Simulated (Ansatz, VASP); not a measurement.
## One calculation of Zr, two programs

The input INCAR:

```
SYSTEM = Zr
  PREC = Accurate
  ENCUT = 520
  EDIFF = 1E-6
  ISMEAR = -4
  SIGMA = 0.1
  LREAL = .False.
  LASPH = .True.
  NELM = 100
  ALGO = Fast
  ISIF = 2
  LWAVE = .False.
  LCHARG = .False.
  GGA = PE
  NBANDS = 19
```

Contents of KPOINTS:

```
regular mesh
0
Gamma
  6 6 4
  0 0 0
```

Contents of POSCAR:

```
Zr
1.0
    3.2392314131      0.0000000000      0.0000000000
   -1.6196157065      2.8052566925      0.0000000000
    0.0000000000      0.0000000000      5.1722200000
Zr
2
Direct
    0.3333333333      0.6666666667      0.2500000000
    0.6666666667      0.3333333333      0.7500000000
```

Input for Ansatz:

```yaml
crystal:
  lattice:
    - [3.2392314131, 0.0, 0.0]
    - [-1.6196157065, 2.8052566925, 0.0]
    - [0.0, 0.0, 5.17222]
  atoms:
    - { symbol: Zr, position: [0.3333333333, 0.6666666667, 0.25] }
    - { symbol: Zr, position: [0.6666666667, 0.3333333333, 0.75] }
basis:
  ecutwfc: 420
kpoints:
  mp_grid: { grid: [6, 6, 4] }
hamiltonian:
  xc: pbe
scf:
  occupations: { method: tetrahedron_uncorrected }
  n_extra_bands: 5
output:
  forces: true
  stress: true
  eigenvalues: true
```

Alike in both runs: task single point; functional PBE; k mesh 6 × 6 × 4; no spin polarisation.

|  | VASP | Ansatz |
| --- | --- | --- |
| version | VASP 6.6.1 | Ansatz 0.2.0 |
| potentials or method | VASP PAW PBE potentials, release 64 (Zr_sv), cutoff 520 eV | scalar-relativistic, plane waves, PAW |
| occupations | tetrahedron | tetrahedron-uncorrected |
| valence electrons in the cell | 24 | 24 |

```csv
,VASP,Ansatz,Ansatz less VASP
gap on the k mesh at the Fermi level (eV),none,none,-
pressure (GPa),-0.5,-0.5,0.00
"traceless stress, the component that is largest in VASP (GPa)",0.76,0.66,-0.092
```

A gap of «none» marks a metal or a gap that the smearing closes. Ansatz's warnings: band table not solved further.

The k mesh is coarse, so the values compare programs but aren't converged.
